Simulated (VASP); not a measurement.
# PtSe2 (Sudovikovite) (P-3m1) in VASP: notebook, part 2 of 2

VASP 6.6.1.

### 4 Single point, PBEsol

This run uses another cell than the first one, of 21.68 Å³/atom, 1.059 times its volume.

The input, INCAR:

```
SYSTEM = PtSe2
  PREC = Accurate
  ENCUT = 500
  EDIFF = 1E-6
  ISMEAR = -1
  SIGMA = 0.1
  LREAL = .FALSE.
  LASPH = .TRUE.
  NELM = 120
  ALGO = Normal
  ISIF = 2
  LWAVE = .FALSE.
  LCHARG = .TRUE.
  GGA = PS
  LELF = .TRUE.
  LVHAR = .TRUE.
  NBANDS = 18
  GGA_COMPAT = .FALSE.
```

The input, KPOINTS:

```
Automatic mesh
0
G
  8 8 6
  0 0 0
```

The input, POSCAR:

```
PtSe2
1.0
    3.8089411695      0.0000000000      0.0000000000
   -1.9044705847      3.2986402196      0.0000000000
    0.0000000000      0.0000000000      5.1774597744
Pt Se
1 2
Direct
    0.0000000000      0.0000000000      0.0000000000
    0.3333333333      0.6666666667      0.2500000000
    0.6666666667      0.3333333333      0.7500000000
```

Potentials or basis: VASP PAW PBE potentials, release 64 (Pt, Se).

Launch:

```
> cat potpaw_PBE.64/Pt/POTCAR potpaw_PBE.64/Se/POTCAR > POTCAR
> mpirun -np 1 vasp_std > vasp.out
```

OUTCAR:

```text
SYSTEM = PtSe2
   PREC = Accurate
   ENCUT = 500
   EDIFF = 1E-6
   ISMEAR = -1
   LREAL = .FALSE.
   LASPH = .TRUE.
   NELM = 120
   ISIF = 2
   GGA = PS

 ion  position               nearest neighbor table
   1  0.000  0.000  0.000-   2 2.55   3 2.55   3 2.55   2 2.55   3 2.55   2 2.55
   2  0.333  0.667  0.250-   1 2.55   1 2.55   1 2.55
   3  0.667  0.333  0.750-   1 2.55   1 2.55   1 2.55

  LATTYP: Found a hexagonal cell.
 ALAT       =     3.8089411695
 C/A-ratio  =     1.3592910848

  Lattice vectors:

 A1 = (   3.8089411695,   0.0000000000,   0.0000000000)
 A2 = (  -1.9044705847,   3.2986402196,   0.0000000000)
 A3 = (   0.0000000000,   0.0000000000,   5.1774597744)

Analysis of symmetry for initial positions (statically):
=====================================================================
 Subroutine PRICEL returns:
 Original cell was already a primitive cell.

 Routine SETGRP: Setting up the symmetry group for a
 hexagonal supercell.

 Subroutine GETGRP returns: Found 12 space group operations
 (whereof 12 operations were pure point group operations)
 out of a pool of 24 trial point group operations.

The static configuration has the point symmetry D_3d.

Analysis of symmetry for dynamics (positions and initial velocities):
=====================================================================
 Subroutine PRICEL returns:
 Original cell was already a primitive cell.

 Routine SETGRP: Setting up the symmetry group for a
 hexagonal supercell.

 Subroutine GETGRP returns: Found 12 space group operations
 (whereof 12 operations were pure point group operations)
 out of a pool of 24 trial point group operations.

The dynamic configuration has the point symmetry D_3d.

[... 107 lines left out ...]
   ISYM   =      2    0-nonsym 1-usesym 2-fastsym
   POTIM  = 0.5000    time-step for ionic-motion
   TEBEG  =    0.0;   TEEND  =   0.0 temperature during run
   PSTRESS=    0.0 pullay stress
   NELECT =      22.0000    total number of electrons
   NUPDOWN=      -1.0000    fix difference up-down
   EMIN   =  10.00;   EMAX   =-10.00  energy-range for DOS
   EFERMI =   0.00;   METHOD = LEGACY
   ISMEAR =    -1;   SIGMA  =   0.10  broadening in eV -4-tet -1-fermi 0-gaus
   EFERMI_NEDOS =   21; number of points for ismear=-14 and -15
   IALGO  =     38    algorithm
   IMIX   =      4    mixing-type and parameters
     AMIX     =   0.40;   BMIX     =  1.00
     AMIX_MAG =   1.60;   BMIX_MAG =  1.00
  volume/ion in A,a.u.               =      21.68       146.33
  Fermi-wavevector in a.u.,A,eV,Ry     =   1.140592  2.155407 17.700508  1.300951
  Thomas-Fermi vector in A             =   2.277294
   LORBIT       =      0    0 simple, 1 ext, 2 COOP (PROOUT), +10 PAW based schemes
   GGA     = PS    functional components
   LHFCALC =     F    Hartree Fock is set to
   AEXX    =    0.0000 exact exchange contribution
   IVDW    =     0    specifies the selected vdW correction
   LEPSILON=     F    determine dielectric tensor
   LRPA    =     F    only Hartree local field effects (RPA)
 non-spin polarized calculation
  energy-cutoff  :      500.00
  volume of cell :       65.05
 maximum number of plane-waves:      1671
   NGX = 13   NGY = 13   NGZ = 19

 number of electron      22.0000001 magnetization

 Free energy of the ion-electron system (eV)
  ---------------------------------------------------
  ext. energy  EPLUGINS =         0.00000000
  ---------------------------------------------------
  free energy    TOTEN  =       -15.84541574 eV

  energy without entropy =      -15.82292608  energy(sigma->0) =      -15.83417091

 E-fermi :   5.4383     XC(G=0): -10.4809

 val. band max:        5.3803924067   @ k =   0.1250  -0.0000   0.0000
 cond. band min:       5.5770145266   @ k =   0.3750   0.2500   0.0000
 fundamental gap:      0.1966221199
 Fermi energy:         5.4383281488

 k-point     1 :       0.0000    0.0000    0.0000
  band No.  band energies     occupation
      1      -9.6499      2.00000
      2      -7.1927      2.00000
      3      -1.1578      2.00000
      4      -0.4600      2.00000
      5      -0.4600      2.00000
      6       1.8567      2.00000
[... 481 lines left out ...]
      5       0.1249      2.00000
      6       0.8920      2.00000
[... 10 lines left out ...]
     17      13.7333      0.00000
     18      14.2888      0.00000

 [... further k-points ...]
[... 5 lines left out ...]
  --------------------------------------------------------------------------------------
  -------------------------------------------------------------------------------------
  Total       -2.5035457     -2.5035463     -1.9831973     -0.0000000      0.0000000      0.0000000
  in kB      -61.6609425    -61.6609577    -48.8450499     -0.0000000      0.0000000      0.0000000
  external PRESSURE =     -57.3889834 kB  Pullay stress =       0.0000000 kB

 VOLUME and BASIS-vectors are now :
 -----------------------------------------------------------------------------
  energy-cutoff  :      500.00
  volume of cell :       65.05
      direct lattice vectors                 reciprocal lattice vectors
     3.808941170  0.000000000  0.000000000     0.262540154  0.151577610  0.000000000
    -1.904470585  3.298640220  0.000000000     0.000000000  0.303155220  0.000000000
     0.000000000  0.000000000  5.177459774     0.000000000  0.000000000  0.193144910

 POSITION                                       TOTAL-FORCE (eV/Angst)
 -----------------------------------------------------------------------------------
      0.00000      0.00000      0.00000        -0.000000      0.000000      0.000000
     -0.00000      2.19909      1.29436         0.000000      0.000000     -0.429041
      1.90447      1.09955      3.88309        -0.000000     -0.000000      0.429041
 -----------------------------------------------------------------------------------
    total drift:                               -0.000000     -0.000000     -0.000000

  FREE ENERGIE OF THE ION-ELECTRON SYSTEM (eV)
  ---------------------------------------------------
  free  energy   TOTEN  =       -15.8454157359 eV

  energy  without entropy=      -15.8229260804  energy(sigma->0) =      -15.83417091
```

OSZICAR:

```text
N       E                     dE             d eps       ncg     rms          rms(c)
DAV:   1     0.104985688010E+03    0.10499E+03   -0.97723E+03  1840   0.104E+03
DAV:   2    -0.116204866922E+02   -0.11661E+03   -0.11275E+03  2210   0.204E+02
DAV:   3    -0.166636125111E+02   -0.50431E+01   -0.49978E+01  2192   0.424E+01
DAV:   4    -0.167030997034E+02   -0.39487E-01   -0.39472E-01  2236   0.410E+00
DAV:   5    -0.167035328229E+02   -0.43312E-03   -0.43311E-03  2206   0.415E-01    0.116E+01
DAV:   6    -0.161445960645E+02    0.55894E+00   -0.47613E+00  1846   0.192E+01    0.727E+00
DAV:   7    -0.158702147907E+02    0.27438E+00   -0.92625E-01  1828   0.933E+00    0.345E+00
DAV:   8    -0.158487967992E+02    0.21418E-01   -0.67145E-02  1968   0.159E+00    0.818E-01
DAV:   9    -0.158454164845E+02    0.33803E-02   -0.78667E-03  2000   0.829E-01    0.221E-01
DAV:  10    -0.158454201262E+02   -0.36418E-05   -0.13429E-03  1960   0.212E-01    0.354E-02
DAV:  11    -0.158454154807E+02    0.46455E-05   -0.57008E-05  2254   0.636E-02    0.217E-02
DAV:  12    -0.158454157359E+02   -0.25514E-06   -0.41466E-06  1986   0.139E-02
   1 F= -.15845416E+02 E0= -.15834171E+02  d E =-.224897E-01
```

stdout:

```text
POSCAR found type information on POSCAR PtSe
 POSCAR found :  2 types and       3 ions
 scaLAPACK will be used
 -----------------------------------------------------------------------------
|                                                                             |
|                                                                             |
|     You enforced a specific xc type in the INCAR file but a different       |
|     I HOPE YOU KNOW WHAT YOU ARE DOING!                                     |
|                                                                             |
 -----------------------------------------------------------------------------

 LDA part: xc-table for (Slater+PW92), standard interpolation
 POSCAR, INCAR and KPOINTS ok, starting setup
 FFT: planning ... GRIDC
 FFT: planning ... GRID_SOFT
 FFT: planning ... GRID
 WAVECAR not read
 entering main loop
```

Run time: 72 s. Hardware: 1 thread of Intel Xeon 8259CL, shared host; peak memory 0.21 GiB.

Results:

```yaml
Free_energy: -15.8454 eV
Pressure: -5.7 GPa
Largest_force: 0.429 eV/Å
Band_gap_on_the_k_mesh: zero (band 11 reaches 5.87 eV, above the bottom of band 12 at 5.58 eV)
```

Forces in eV/Å, atoms in the order of the input:
```
Pt   0.000  0.000  0.000
Se   0.000  0.000 -0.429
Se   0.000  0.000  0.429
```

Stress tensor (GPa, compression positive):
```
-6.17  0.00  0.00
 0.00 -6.17  0.00
 0.00  0.00 -4.88
```

Caveat: the PAW data sets were made with another functional, which shifts forces and pressure a little; spin-orbit coupling is left out, which moves the levels of the heavy elements.

### 5 Summary

```csv
cell,gap on the mesh (eV),pressure (GPa),largest force (eV/Å)
"a = 3.736, b = 3.736, c = 5.079 Å, angles 90.0, 90.0, 120.0°, 3 atoms",none,0.9,0.22
"a = 3.773, b = 3.773, c = 5.129 Å, angles 90.0, 90.0, 120.0°, 3 atoms",none,-2.7,0.13
"a = 3.809, b = 3.809, c = 5.177 Å, angles 90.0, 90.0, 120.0°, 3 atoms",none,-5.7,0.43
```

Alike in all rows: task single point; level PBEsol; potentials or basis VASP PAW PBE potentials, release 64 (Pt, Se); no spin polarisation; k mesh 8 × 8 × 6; cutoff (eV) 500; smearing fermi-dirac 0.1 eV.

Caveats: the PAW data sets were made with another functional, which shifts forces and pressure a little; spin-orbit coupling is left out, which moves the levels of the heavy elements.

Absolute energies hang on the potentials; compare differences alone.
